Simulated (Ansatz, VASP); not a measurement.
WSe2: VASP beside Ansatz

```xyz
3
Lattice="3.3634 0.0000 0.0000 -1.6817 2.9128 0.0000 0.0000 0.0000 16.2109" Properties=species:S:1:pos:R:3 pbc="T T T"
W     0.0000    0.0000    0.0000
Se    0.0000    1.9419    1.6176
Se    0.0000    1.9419   14.5933
```

Alike in both runs: task single point; functional PBEsol; k mesh 12 × 12 × 2; occupations gaussian, width 0.05 eV; no spin polarisation.

|  | VASP | Ansatz |
| --- | --- | --- |
| version | VASP 6.6.1 | Ansatz 0.2.0 |
| potentials or method | VASP PAW PBE potentials, release 64 (W_sv, Se), cutoff 520 eV | scalar-relativistic, plane waves, PAW |
| valence electrons in the cell | 26 | 46 |

```tsv
	VASP	Ansatz	Ansatz less VASP
gap on the k mesh at the Fermi level (eV)	1.29	1.29	+0.007
least direct gap on the mesh (eV)	1.30	1.31	+0.004
rms of the force components (eV/Å)	0.205	0.177	-0.0280
```

VASP's potentials were made for PBE, not for PBEsol. Atom by atom the forces differ by 0.028 eV/Å (rms over components). VASP's potentials hold 26 valence electrons a cell and Ansatz's 46, so a difference there can come from the potentials and not from the codes.

Spin-orbit coupling is off throughout.
